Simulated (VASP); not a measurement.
# ZnAu (Pm-3m) in VASP: notebook, part 2 of 2

VASP 6.6.1.

**4. Single point, r2SCAN**

POSCAR reads:

```
ZnAu
1.0
    3.1470000000      0.0000000000      0.0000000000
    0.0000000000      3.1470000000      0.0000000000
    0.0000000000      0.0000000000      3.1470000000
Au Zn
1 1
Direct
    0.0000000000      0.0000000000      0.0000000000
    0.5000000000      0.5000000000      0.5000000000
```

INCAR.step1 reads:

```
SYSTEM = ZnAu
  PREC = Accurate
  ENCUT = 520
  ISMEAR = -1
  SIGMA = 0.05
  LREAL = .False.
  LASPH = .True.
  NELM = 80
  NBANDS = 18
  GGA = PE
  ALGO = Normal
  EDIFF = 1E-4
  LWAVE = .True.
  LCHARG = .False.
```

INCAR.step2 reads:

```
SYSTEM = ZnAu
  PREC = Accurate
  ENCUT = 520
  EDIFF = 1E-7
  ISMEAR = -1
  SIGMA = 0.05
  LREAL = .False.
  LASPH = .True.
  NELM = 80
  ALGO = Normal
  ISIF = 2
  LWAVE = .False.
  LCHARG = .True.
  METAGGA = R2SCAN
  LMIXTAU = .True.
  LELF = .True.
  LVHAR = .True.
  NBANDS = 18
  ISTART = 1
```

KPOINTS reads:

```
regular mesh
0
Gamma
  5 5 5
  0 0 0
```

Potentials or basis: VASP PAW PBE potentials, release 64 (Au, Zn).

Launch:

```sh
cat potpaw_PBE.64/Au/POTCAR potpaw_PBE.64/Zn/POTCAR > POTCAR
cp INCAR.step1 INCAR
mpirun -np 1 vasp_std > vasp.out
cp INCAR.step2 INCAR
mpirun -np 1 vasp_std > vasp.out
```

OUTCAR:

```text
SYSTEM = ZnAu
   PREC = Accurate
   ENCUT = 520
   EDIFF = 1E-7
   ISMEAR = -1
   LREAL = .False.
   LASPH = .True.
   NELM = 80
   ISIF = 2
   METAGGA = R2SCAN
   ISTART = 1

 ion  position               nearest neighbor table
   1  0.000  0.000  0.000-   2 2.73   2 2.73   2 2.73   2 2.73   2 2.73   2 2.73   2 2.73   2 2.73

   2  0.500  0.500  0.500-   1 2.73   1 2.73   1 2.73   1 2.73   1 2.73   1 2.73   1 2.73   1 2.73

  LATTYP: Found a simple cubic cell.
 ALAT       =     3.1470000000

  Lattice vectors:

 A1 = (   3.1470000000,   0.0000000000,   0.0000000000)
 A2 = (   0.0000000000,   3.1470000000,   0.0000000000)
 A3 = (   0.0000000000,   0.0000000000,   3.1470000000)

Analysis of symmetry for initial positions (statically):
=====================================================================
 Subroutine PRICEL returns:
 Original cell was already a primitive cell.

 Routine SETGRP: Setting up the symmetry group for a
 simple cubic supercell.

 Subroutine GETGRP returns: Found 48 space group operations
 (whereof 48 operations were pure point group operations)
[... 145 lines left out ...]
  free energy    TOTEN  =       -59.95481279 eV

  energy without entropy =      -59.95034144  energy(sigma->0) =      -59.95257711

 E-fermi :   6.7191     XC(G=0): -13.4166

 val. band max:        6.7061741191   @ k =   0.4000   0.4000   0.4000
 cond. band min:       7.5347044138   @ k =   0.4000   0.4000   0.2000
 fundamental gap:      0.8285302947
 Fermi energy:         6.7190669899

 k-point     1 :       0.0000    0.0000    0.0000
  band No.  band energies     occupation
      1      -4.0318      2.00000
      2      -1.5220      2.00000
      3      -1.5220      2.00000
      4      -0.8172      2.00000
      5      -0.8172      2.00000
      6      -0.8172      2.00000
[... 187 lines left out ...]
      5      -0.6342      2.00000
      6       0.1855      2.00000
[... 10 lines left out ...]
     17      14.5510      0.00000
     18      17.1444      0.00000

------------------------ aborting loop because EDIFF is reached ----------------------------------------

  FORCE on cell =-STRESS in cart. coord.  units (eV):
  Direction    XX          YY          ZZ          XY          YZ          ZX
  --------------------------------------------------------------------------------------
  -------------------------------------------------------------------------------------
  Total        0.2400157      0.2400157      0.2400157      0.0000000     -0.0000000     -0.0000000
  in kB       12.3384306     12.3384306     12.3384306      0.0000000     -0.0000000     -0.0000000
  external PRESSURE =      12.3384306 kB  Pullay stress =       0.0000000 kB

 VOLUME and BASIS-vectors are now :
 -----------------------------------------------------------------------------
  energy-cutoff  :      520.00
  volume of cell :       31.17
      direct lattice vectors                 reciprocal lattice vectors
     3.147000000  0.000000000  0.000000000     0.317762949  0.000000000  0.000000000
     0.000000000  3.147000000  0.000000000     0.000000000  0.317762949  0.000000000
     0.000000000  0.000000000  3.147000000     0.000000000  0.000000000  0.317762949

 POSITION                                       TOTAL-FORCE (eV/Angst)
 -----------------------------------------------------------------------------------
      0.00000      0.00000      0.00000         0.000000      0.000000      0.000000
      1.57350      1.57350      1.57350         0.000000      0.000000      0.000000
 -----------------------------------------------------------------------------------
    total drift:                                0.000000      0.000000     -0.000000

  FREE ENERGIE OF THE ION-ELECTRON SYSTEM (eV)
  ---------------------------------------------------
  free  energy   TOTEN  =       -59.9548127934 eV

  energy  without entropy=      -59.9503414358  energy(sigma->0) =      -59.95257711
```

OUTCAR.step1:

```text
SYSTEM = ZnAu
   PREC = Accurate
   ENCUT = 520
   ISMEAR = -1
   LREAL = .False.
   LASPH = .True.
[... 415 lines left out ...]
      0.00000      0.00000      0.00000         0.000000      0.000000      0.000000
      1.57350      1.57350      1.57350         0.000000      0.000000      0.000000
 -----------------------------------------------------------------------------------
    total drift:                                0.000000      0.000000     -0.000000

  FREE ENERGIE OF THE ION-ELECTRON SYSTEM (eV)
  ---------------------------------------------------
  free  energy   TOTEN  =        -4.7511245023 eV

  energy  without entropy=       -4.7466531746  energy(sigma->0) =       -4.74888884
```

OSZICAR.step1:

```text
N       E                     dE             d eps       ncg     rms          rms(c)
DAV:   1     0.135048566618E+03    0.13505E+03   -0.11577E+04   368   0.168E+03
DAV:   2     0.787945544344E-01   -0.13497E+03   -0.12887E+03   360   0.321E+02
DAV:   3    -0.515231427121E+01   -0.52311E+01   -0.51976E+01   412   0.687E+01
DAV:   4    -0.519431340986E+01   -0.41999E-01   -0.41991E-01   386   0.531E+00
DAV:   5    -0.519478518587E+01   -0.47178E-03   -0.47177E-03   404   0.612E-01    0.856E+00
DAV:   6    -0.478403014000E+01    0.41076E+00   -0.11632E+00   398   0.120E+01    0.544E+00
DAV:   7    -0.475884017481E+01    0.25190E-01   -0.32383E-02   472   0.340E+00    0.285E+00
DAV:   8    -0.475112658238E+01    0.77136E-02   -0.87529E-03   380   0.949E-01    0.141E-01
DAV:   9    -0.475112450231E+01    0.20801E-05   -0.23084E-04   344   0.298E-01
   1 F= -.47511245E+01 E0= -.47488888E+01  d E =-.447133E-02
```

Run time: 21 s. Hardware: 1 thread of Intel Xeon 6975P-C, shared host; peak memory 0.14 GiB.

What came out:

```
Free energy : -59.9548 eV
Pressure    : 1.2 GPa
```

Levels at points of the mesh, in eV from the Fermi level:
| k point | band 7 | band 8 | band 9 | band 10 | band 11 | band 12 | band 13 | band 14 | band 15 | band 16 |
| --- | --- | --- | --- | --- | --- | --- | --- | --- | --- | --- |
| (0.00, 0.00, 0.00) | -5.47 | -5.47 | -3.71 | -3.71 | -3.71 | 5.54 | 5.54 | 5.54 | 9.72 | 12.81 |

Caveat: the k points lie up to 0.40 Å⁻¹ apart; the PAW data sets were made with another functional, which shifts forces and pressure a little; spin-orbit coupling is left out, which moves the levels of the heavy elements.

**5. The runs side by side**

```tsv
level	gap on the mesh (eV)	pressure (GPa)
revPBE	none	8.4
BLYP	none	14.9
r2SCAN	none	1.2
```

Alike in all rows: task single point; potentials or basis VASP PAW PBE potentials, release 64 (Au, Zn); no spin polarisation; cell as given; k mesh 5 × 5 × 5; cutoff (eV) 520; smearing fermi-dirac 0.05 eV.

Caveats: all runs use coarse meshes; the PAW data sets were made with another functional, which shifts forces and pressure a little; spin-orbit coupling is left out, which moves the levels of the heavy elements.

Total energies depend on the potentials used, so only differences within one code and one set of settings carry meaning.
